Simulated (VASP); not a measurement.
# SrO (P6_3/mmc) in VASP: notebook

Runs on SrO. Level: PBE. Tasks: single point.

All numbers are computed with VASP 6.6.1; they aren't measurements. Logs are shortened: lines on timing, memory, paths and dates and some standing lists are left out, and cuts for length are marked.

**1. The cell of the first run**

Symmetry: P6_3/mmc, No. 194, hexagonal system. Conventional cell: a = 3.481 Å, b = 3.481 Å, c = 6.090 Å, α = 90.00°, β = 90.00°, γ = 120.00°. Sr (site symmetry -6m2) has 6 O at 2.52 Å within 3.3 Å. Within 3.3 Å of O (site symmetry -3m) lie 6 Sr at 2.52 Å and 2 O at 3.05 Å.

**2. Single point, PBE (15.98 Å³/atom)**

Contents of INCAR:

```
SYSTEM = SrO
ALGO = Normal
EDIFF = 1E-7
ENCUT = 520
GGA = PE
ISIF = 2
ISMEAR = -1
LASPH = .True.
LCHARG = .False.
LREAL = .False.
LWAVE = .False.
NBANDS = 24
NELM = 100
PREC = Accurate
SIGMA = 0.05
```

Contents of KPOINTS:

```
k-points
0
Gamma
  9 9 5
  0 0 0
```

Contents of POSCAR:

```
SrO
1.0
    3.4807516534      0.0000000000      0.0000000000
   -1.7403758267      3.0144193562      0.0000000000
    0.0000000000      0.0000000000      6.0903846125
Sr O
2 2
Direct
    0.6666666667      0.3333333333      0.7500000000
    0.3333333333      0.6666666667      0.2500000000
    0.0000000000      0.0000000000      0.5000000000
    0.0000000000      0.0000000000      0.0000000000
```

Potentials or basis: VASP PAW PBE potentials, release 64 (Sr_sv, O).

Launch:

```bash
$ cat potpaw_PBE.64/Sr_sv/POTCAR potpaw_PBE.64/O/POTCAR > POTCAR
$ mpirun -np 1 vasp_std > vasp.out
```

OUTCAR:

```text
SYSTEM = SrO
   EDIFF = 1E-7
   ENCUT = 520
   GGA = PE
   ISIF = 2
   ISMEAR = -1
   LASPH = .True.
   LREAL = .False.
   NELM = 100
   PREC = Accurate

 ion  position               nearest neighbor table
   1  0.667  0.333  0.750-   3 2.52   4 2.52   3 2.52   4 2.52   3 2.52   4 2.52   2 3.65   2 3.65
                             2 3.65   2 3.65   2 3.65   2 3.65   2 5.04   2 5.04   2 5.04   2 5.04
   2  0.333  0.667  0.250-   3 2.52   4 2.52   3 2.52   4 2.52   3 2.52   4 2.52   1 3.65   1 3.65
                             1 3.65   1 3.65   1 3.65   1 3.65   1 5.04   1 5.04   1 5.04   1 5.04
   3  0.000  0.000  0.500-   1 2.52   2 2.52   1 2.52   2 2.52   1 2.52   2 2.52
   4  0.000  0.000  0.000-   1 2.52   2 2.52   1 2.52   2 2.52   1 2.52   2 2.52

  LATTYP: Found a hexagonal cell.
 ALAT       =     3.4807516534
 C/A-ratio  =     1.7497325920

  Lattice vectors:

 A1 = (   3.4807516534,   0.0000000000,   0.0000000000)
 A2 = (  -1.7403758267,   3.0144193562,   0.0000000000)
 A3 = (   0.0000000000,   0.0000000000,   6.0903846125)

Analysis of symmetry for initial positions (statically):
=====================================================================
 Subroutine PRICEL returns:
 Original cell was already a primitive cell.

 Routine SETGRP: Setting up the symmetry group for a
 hexagonal supercell.

 Subroutine GETGRP returns: Found 24 space group operations
 (whereof 12 operations were pure point group operations)
 out of a pool of 24 trial point group operations.

The static configuration has the point symmetry D_3d.
 The point group associated with its full space group is D_6h.

Analysis of symmetry for dynamics (positions and initial velocities):
=====================================================================
 Subroutine PRICEL returns:
 Original cell was already a primitive cell.

 Routine SETGRP: Setting up the symmetry group for a
 hexagonal supercell.

 Subroutine GETGRP returns: Found 24 space group operations
 (whereof 12 operations were pure point group operations)
 out of a pool of 24 trial point group operations.

The dynamic configuration has the point symmetry D_3d.
 The point group associated with its full space group is D_6h.

 Subroutine INISYM returns: Found 24 space group operations
 (whereof 12 operations are pure point group operations),
 and found     1 'primitive' translations

----------------------------------------------------------------------------------------

                                     Primitive cell

  volume of cell :      63.9030

  direct lattice vectors                    reciprocal lattice vectors
     3.480751653  0.000000000  0.000000000     0.287294268  0.165869423  0.000000000
    -1.740375827  3.014419356  0.000000000     0.000000000  0.331738846  0.000000000
     0.000000000  0.000000000  6.090384613     0.000000000  0.000000000  0.164193243

  length of vectors
     3.480751653  3.480751653  6.090384613     0.331738846  0.331738846  0.164193243

  position of ions in fractional coordinates (direct lattice)
     0.666666667  0.333333333  0.750000000
     0.333333333  0.666666667  0.250000000
     0.000000000  0.000000000  0.500000000
     0.000000000  0.000000000  0.000000000

  ion indices of the primitive-cell ions
   primitive index   ion index
                 1           1
                 2           2
                 3           3
                 4           4

----------------------------------------------------------------------------------------

 KPOINTS: k-points

Automatic generation of k-mesh.
 Grid dimensions read from file:
 generate k-points for:    9    9    5

 Generating k-lattice:

  Cartesian coordinates                     Fractional coordinates (reciprocal lattice)
     0.031921585  0.018429936  0.000000000     0.111111111 -0.000000000  0.000000000
     0.000000000  0.036859872  0.000000000     0.000000000  0.111111111  0.000000000
     0.000000000  0.000000000  0.032838649     0.000000000  0.000000000  0.200000000

  Length of vectors
     0.036859872  0.036859872  0.032838649

  Shift w.r.t. Gamma in fractional coordinates (k-lattice)
     0.000000000  0.000000000  0.000000000

 Subroutine IBZKPT returns following result:
 ===========================================

 Found     36 irreducible k-points:

 Following reciprocal coordinates:
            Coordinates               Weight
  0.000000  0.000000  0.000000      1.000000
  0.111111 -0.000000  0.000000      6.000000
  0.222222  0.000000  0.000000      6.000000
  0.333333  0.000000  0.000000      6.000000
  0.444444  0.000000  0.000000      6.000000
  0.111111  0.111111  0.000000      6.000000
[... 16 lines left out ...]
  0.333333  0.222222  0.200000     24.000000
  0.333333  0.333333  0.200000      4.000000
 [... further k-points ...]
   k-points           NKPTS =     36   k-points in BZ     NKDIM =     36   number of bands    NBANDS=     24
   number of dos      NEDOS =    301   number of ions     NIONS =      4
   total plane-waves  NPLWV =  37632
   dimension x,y,z NGX =    28 NGY =   28 NGZ =   48
   dimension x,y,z NGXF=    56 NGYF=   56 NGZF=   96
   ions per type =               2   2
   NGX,Y,Z   is equivalent  to a cutoff of  13.37, 13.37, 13.10 a.u.
   NGXF,Y,Z  is equivalent  to a cutoff of  26.75, 26.75, 26.20 a.u.
 SYSTEM =  SrO
   PREC   = accura    normal or accurate (medium, high low for compatibility)
   ISTART =      0    job   : 0-new  1-cont  2-samecut
   ICHARG =      2    charge: 1-file 2-atom 10-const
   ISPIN  =      1    spin polarized calculation?
   LNONCOLLINEAR =      F non collinear calculations
   LSORBIT =      F    spin-orbit coupling
   LASPH  =      T    aspherical Exc in radial PAW
   ENCUT  =  520.0 eV  38.22 Ry    6.18 a.u.   6.47  6.47 11.32*2*pi/ulx,y,z
   NELM   =    100;   NELMIN=  2; NELMDL= -5     # of ELM steps
   EDIFF  = 0.1E-06   stopping-criterion for ELM
   LREAL  =      F    real-space projection
   EDIFFG = 0.1E-05   stopping-criterion for IOM
   NSW    =      0    number of steps for IOM
   IBRION =     -1    ionic relax: 0-MD 1-quasi-New 2-CG
   NFREE  =      0    steps in history (QN), initial steepest desc. (CG)
   ISIF   =      2    stress and relaxation
   ISYM   =      2    0-nonsym 1-usesym 2-fastsym
   POTIM  = 0.5000    time-step for ionic-motion
   TEBEG  =    0.0;   TEEND  =   0.0 temperature during run
   PSTRESS=    0.0 pullay stress
   NELECT =      32.0000    total number of electrons
   NUPDOWN=      -1.0000    fix difference up-down
   EMIN   =  10.00;   EMAX   =-10.00  energy-range for DOS
   EFERMI =   0.00;   METHOD = LEGACY
   ISMEAR =    -1;   SIGMA  =   0.05  broadening in eV -4-tet -1-fermi 0-gaus
   EFERMI_NEDOS =   21; number of points for ismear=-14 and -15
   IALGO  =     38    algorithm
   IMIX   =      4    mixing-type and parameters
     AMIX     =   0.40;   BMIX     =  1.00
     AMIX_MAG =   1.60;   BMIX_MAG =  1.00
  volume/ion in A,a.u.               =      15.98       107.81
  Fermi-wavevector in a.u.,A,eV,Ry     =   1.300023  2.456687 22.994657  1.690060
  Thomas-Fermi vector in A             =   2.431249
   LORBIT       =      0    0 simple, 1 ext, 2 COOP (PROOUT), +10 PAW based schemes
   GGA     = PE    functional components
   LHFCALC =     F    Hartree Fock is set to
   AEXX    =    0.0000 exact exchange contribution
   IVDW    =     0    specifies the selected vdW correction
   LEPSILON=     F    determine dielectric tensor
   LRPA    =     F    only Hartree local field effects (RPA)
 non-spin polarized calculation
  energy-cutoff  :      520.00
  volume of cell :       63.90
 maximum number of plane-waves:      1741
 NGX is ok and might be reduce to    28
   NGX = 13   NGY = 13   NGZ = 23

 number of electron      32.0000006 magnetization

 Free energy of the ion-electron system (eV)
  ---------------------------------------------------
  ext. energy  EPLUGINS =         0.00000000
  ---------------------------------------------------
  free energy    TOTEN  =       -23.60654520 eV

  energy without entropy =      -23.60654520  energy(sigma->0) =      -23.60654520

 E-fermi :   3.5078     XC(G=0): -10.3178

 val. band max:        2.5500788561   @ k =   0.0000   0.0000   0.0000
 cond. band min:       5.6494970790   @ k =   0.4444   0.0000   0.0000
 fundamental gap:      3.0994182229
 Fermi energy:         3.5077837742

 k-point     1 :       0.0000    0.0000    0.0000
  band No.  band energies     occupation
      1     -30.2773      2.00000
      2     -30.1345      2.00000
      3     -14.7936      2.00000
      4     -13.1317      2.00000
      5     -11.8745      2.00000
      6     -11.8745      2.00000
[... 16 lines left out ...]
     23      10.0942      0.00000
     24      11.1091      0.00000

 k-point     2 :       0.1111   -0.0000    0.0000
  band No.  band energies     occupation
      1     -30.2565      2.00000
      2     -30.1218      2.00000
      3     -14.6882      2.00000
      4     -13.4152      2.00000
      5     -12.0145      2.00000
      6     -11.9299      2.00000
[... 16 lines left out ...]
     23      10.3226      0.00000
     24      10.7980      0.00000

 k-point     3 :       0.2222    0.0000    0.0000
  band No.  band energies     occupation
      1     -30.2022      2.00000
      2     -30.0906      2.00000
      3     -14.3833      2.00000
      4     -13.9371      2.00000
      5     -12.3384      2.00000
      6     -12.0425      2.00000
[... 16 lines left out ...]
     23      10.8375      0.00000
     24      10.9082      0.00000

 k-point     4 :       0.3333    0.0000    0.0000
  band No.  band energies     occupation
      1     -30.1363      2.00000
      2     -30.0580      2.00000
      3     -14.3969      2.00000
      4     -13.9189      2.00000
      5     -12.6797      2.00000
      6     -12.1554      2.00000
[... 16 lines left out ...]
     23      11.5684      0.00000
     24      11.6260      0.00000

 k-point     5 :       0.4444    0.0000    0.0000
  band No.  band energies     occupation
      1     -30.0874      2.00000
      2     -30.0417      2.00000
      3     -14.6586      2.00000
      4     -13.4211      2.00000
      5     -12.8898      2.00000
      6     -12.3090      2.00000
[... 16 lines left out ...]
     23      12.2704      0.00000
     24      12.7778      0.00000

 k-point     6 :       0.1111    0.1111    0.0000
  band No.  band energies     occupation
      1     -30.2189      2.00000
      2     -30.0999      2.00000
      3     -14.4829      2.00000
      4     -13.7907      2.00000
      5     -12.2601      2.00000
      6     -11.9682      2.00000
[... 16 lines left out ...]
     23      10.5106      0.00000
     24      10.7065      0.00000
[... 379 lines left out ...]
 k-point    21 :       0.4444    0.1111    0.2000
  band No.  band energies     occupation
      1     -30.0699      2.00000
      2     -30.0418      2.00000
      3     -14.6191      2.00000
      4     -13.6386      2.00000
      5     -12.4741      2.00000
      6     -12.4151      2.00000
[... 16 lines left out ...]
     23      12.1886      0.00000
     24      12.4674      0.00000

 k-point    22 :       0.2222    0.2222    0.2000
  band No.  band energies     occupation
      1     -30.0999      2.00000
      2     -30.0508      2.00000
      3     -14.4521      2.00000
      4     -13.8000      2.00000
      5     -12.5657      2.00000
      6     -12.3460      2.00000
[... 16 lines left out ...]
     23      11.8727      0.00000
     24      12.0830      0.00000

 k-point    23 :       0.3333    0.2222    0.2000
  band No.  band energies     occupation
      1     -30.0620      2.00000
      2     -30.0385      2.00000
      3     -14.5823      2.00000
      4     -13.5384      2.00000
      5     -12.5718      2.00000
      6     -12.5229      2.00000
[... 16 lines left out ...]
     23      12.1041      0.00000
     24      12.5595      0.00000

 k-point    24 :       0.3333    0.3333    0.2000
  band No.  band energies     occupation
      1     -30.0415      2.00000
      2     -30.0415      2.00000
      3     -14.5966      2.00000
      4     -13.3888      2.00000
      5     -12.6816      2.00000
      6     -12.6816      2.00000
[... 16 lines left out ...]
     23      12.4687      0.00000
     24      12.4687      0.00000

 [... further k-points ...]
[... 5 lines left out ...]
  --------------------------------------------------------------------------------------
  -------------------------------------------------------------------------------------
  Total        3.2526916      3.2526916      3.5512676      0.0000000     -0.0000000      0.0000000
  in kB       81.5515178     81.5515178     89.0374165      0.0000000     -0.0000000      0.0000000
  external PRESSURE =      84.0468174 kB  Pullay stress =       0.0000000 kB

 VOLUME and BASIS-vectors are now :
 -----------------------------------------------------------------------------
  energy-cutoff  :      520.00
  volume of cell :       63.90
      direct lattice vectors                 reciprocal lattice vectors
     3.480751653  0.000000000  0.000000000     0.287294268  0.165869423  0.000000000
    -1.740375827  3.014419356  0.000000000     0.000000000  0.331738846  0.000000000
     0.000000000  0.000000000  6.090384613     0.000000000  0.000000000  0.164193243

 POSITION                                       TOTAL-FORCE (eV/Angst)
 -----------------------------------------------------------------------------------
      1.74038      1.00481      4.56779        -0.000000      0.000000      0.000000
     -0.00000      2.00961      1.52260         0.000000     -0.000000     -0.000000
      0.00000      0.00000      3.04519        -0.000000      0.000000      0.000000
      0.00000      0.00000      0.00000        -0.000000      0.000000      0.000000
 -----------------------------------------------------------------------------------
    total drift:                               -0.000000      0.000000     -0.000000

  FREE ENERGIE OF THE ION-ELECTRON SYSTEM (eV)
  ---------------------------------------------------
  free  energy   TOTEN  =       -23.6065451967 eV

  energy  without entropy=      -23.6065451966  energy(sigma->0) =      -23.60654520
```

It took 40 s on 1 thread of AMD EPYC 9R45 (Zen 5), shared host; peak memory 0.17 GiB.

Results:

- Free energy: -23.6065 eV
- Pressure: 8.4 GPa
- Band gap on the k mesh: 3.10 eV (least direct gap 3.36 eV)

Caveat: the cell stands under pressure; an odd mesh through Γ misses points on the zone boundary, where band edges can lie.

[end of part 1 of 2]
